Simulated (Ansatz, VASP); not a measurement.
# AlN: VASP beside Ansatz

```
Al N
1.0
     3.12030    0.03324   -0.00133
    -1.53136    2.63869    0.02001
    -0.00214    0.03580    4.94904
Al N
2 2
Direct
  0.36654 0.66831 0.01687
  0.65512 0.32774 0.49629
  0.32140 0.72062 0.40176
  0.65694 0.28333 0.85508
```

Change from the starting cell: all atoms moved at random (sigma 0.15 Å a component), cell strained at random (sigma 0.01).

Alike in both runs: task single point; functional r2SCAN; k mesh 12 × 12 × 6; occupations gaussian, width 0.05 eV; no spin polarisation.

|  | VASP | Ansatz |
| --- | --- | --- |
| version | VASP 6.6.1 | Ansatz 0.2.0 |
| potentials or method | VASP PAW PBE potentials, release 64 (Al, N), cutoff 520 eV | scalar-relativistic, plane waves, PAW |
| valence electrons in the cell | 16 | 16 |

VASP gave:

- gap on the k mesh at the Fermi level (eV): 4.20
- least direct gap on the mesh (eV): 4.20
- pressure (GPa): 9.8
- traceless stress, the component that is largest in VASP (GPa): -18.77
- rms of the force components (eV/Å): 2.511

**Question.** Which values does Ansatz return?

**Answer.** gap on the k mesh at the Fermi level (eV): 4.17; least direct gap on the mesh (eV): 4.17; pressure (GPa): 10.0; traceless stress, the component that is largest in VASP (GPa): -18.41; rms of the force components (eV/Å): 2.481.

VASP's potentials were made for PBE, not for r2SCAN. Atom by atom the forces differ by 0.034 eV/Å (rms over components).
